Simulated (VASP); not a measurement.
Hf2MgO, 4 atoms in the cell. Symmetry: P4/mmm, No. 123, tetragonal system. The conventional cell has a = 4.438 Å, b = 4.438 Å, c = 4.107 Å, α = 90.00°, β = 90.00°, γ = 90.00°. Mg (site symmetry 4/mmm) has 2 O at 2.05 Å within 2.7 Å. Hf (site symmetry mmm) has 2 O at 2.22 Å within 2.9 Å. O (site symmetry 4/mmm) has 2 Mg at 2.05 Å and 4 Hf at 2.22 Å within 2.7 Å. The cell was generated, and may not be a known phase.

```yaml
Program: VASP 6.6.1
Task: relaxation of cell and atoms
Functional: PBE
Potentials_or_basis: VASP PAW PBE potentials, release 64 (Mg, Hf_pv, O)
Cutoff: 600 eV
k_mesh: 10 × 10 × 12
Occupations: gaussian, width 0.1 eV
Spin: no spin polarisation
Dipole_correction: no
Further_INCAR_settings: ALGO = Normal; EDIFF = 1e-07; IBRION = 2; EDIFFG = -0.01; NSW = 100; ISIF = 3
```

Potentials or basis: VASP PAW PBE potentials, release 64 (Mg, Hf_pv, O).

Command:

```sh
$ cat potpaw_PBE.64/Mg/POTCAR potpaw_PBE.64/Hf_pv/POTCAR potpaw_PBE.64/O/POTCAR > POTCAR
$ mpirun -np 1 vasp_std > vasp.out
```

Hardware: 1 thread of AMD EPYC 9R45 96-Core Processor (Zen 5) (shared host).

Question: How long does it take, and how much memory?

Answer: It took 7 min on 1 thread of AMD EPYC 9R45 96-Core Processor (Zen 5) (shared host), peak memory 0.41 GiB. Counts: scf iterations 49, k points 147, ion steps 5.
